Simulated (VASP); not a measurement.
Crystal: TaRu.

```xyz
2
Lattice="3.0281 0.0000 0.0000 0.0000 3.0281 0.0000 0.0000 0.0000 3.3816" Properties=species:S:1:pos:R:3 pbc="T T T"
Ta    1.5140    1.5140    1.6908
Ru    0.0000    0.0000    0.0000
```

| Item | Value |
| --- | --- |
| Program | VASP 6.6.1 |
| Task | relaxation of cell and atoms |
| Functional | LDA |
| Potentials or basis | VASP PAW LDA potentials, release 64 (Ta_pv, Ru_pv) |
| Cutoff | 600 eV |
| k mesh | 14 × 14 × 12 |
| Occupations | fermi-dirac, width 0.15 eV |
| Spin | no spin polarisation |

At the start: pressure -4.7 GPa; volume 15.50 Å³/atom.

Task: How do energy, volume and symmetry change on relaxing?

Result: Over 12 steps the energy falls by 3.8 meV/atom and the volume is 15.24 Å³/atom (-1.7 %); space group P4/mmm (No. 123, to 0.1 Å) before and after.

The path:
| step | energy change (eV) | largest force (eV/Å) | pressure (GPa) | volume (Å³) |
| --- | --- | --- | --- | --- |
| 1 | 0.0000 | 0.0000 | -4.67 | 31.01 |
| 2 | 0.0608 | 0.0000 | 15.67 | 29.02 |
| 3 | -0.0077 | 0.0000 | -0.12 | 30.50 |
| 4 | -0.0077 | 0.0000 | 0.02 | 30.49 |
| 5 | -0.0077 | 0.0000 | 0.02 | 30.49 |
| 6 | -0.0077 | 0.0000 | 0.02 | 30.49 |
| 7 | -0.0077 | 0.0000 | 0.03 | 30.49 |
| 8 | -0.0077 | 0.0000 | 0.02 | 30.49 |
| 9 | -0.0077 | 0.0000 | 0.03 | 30.49 |
| 10 | -0.0077 | 0.0000 | 0.02 | 30.49 |
| 11 | -0.0077 | 0.0000 | -0.05 | 30.49 |
| 12 | -0.0077 | 0.0000 | -0.01 | 30.49 |

Final structure:
```
CELL_PARAMETERS angstrom
3.00999 0.00000 0.00000
0.00000 3.00999 0.00000
0.00000 0.00000 3.36504
ATOMIC_POSITIONS crystal
Ta 0.50000 0.50000 0.50000
Ru 0.00000 0.00000 0.00000
```
